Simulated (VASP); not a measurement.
CdS:

```
Cd S
1.0
     4.26117    0.00000    0.00000
    -2.13058    3.69028    0.00000
     0.00000    0.00000    5.80417
Cd S
1 1
Direct
  0.00000 0.00000 0.44269
  0.66667 0.33333 0.43431
```

Base run:

* Program: VASP 6.6.1
* Functional: BLYP
* Potentials or basis: VASP PAW PBE potentials, release 64 (Cd, S)
* Cutoff: 520 eV
* k mesh: 7 × 7 × 5
* Occupations: fermi-dirac, width 0.05 eV
* Spin: no spin polarisation

Its results: band gap on the k mesh 1.37 eV; pressure 1.3 GPa; largest force 0.011 eV/Å.

**Question.** After a change of settings the same cell gave: band gap on the k mesh 1.42 eV; pressure -1.3 GPa; largest force 0.014 eV/Å. Which change was it?
A. functional from BLYP to revPBE; further incar settings from ALGO = Normal; EDIFF = 1e-06; NBANDS = 16 to ALGO = Normal; EDIFF = 1e-07; NBANDS = 16
B. functional from BLYP to PBEsol
C. functional from BLYP to RPBE; further incar settings from ALGO = Normal; EDIFF = 1e-06; NBANDS = 16 to ALGO = Normal; EDIFF = 1e-07; NBANDS = 16
D. functional from BLYP to PBE0; k mesh from 7 × 7 × 5 to 6 × 6 × 4

**Answer.** B.

PBEsol binds more tightly than BLYP, so the same cell stands under less pressure.

Caveats: the PAW data sets were made with another functional, which shifts forces and pressure a little; an odd mesh through Γ misses points on the zone boundary, where band edges can lie.
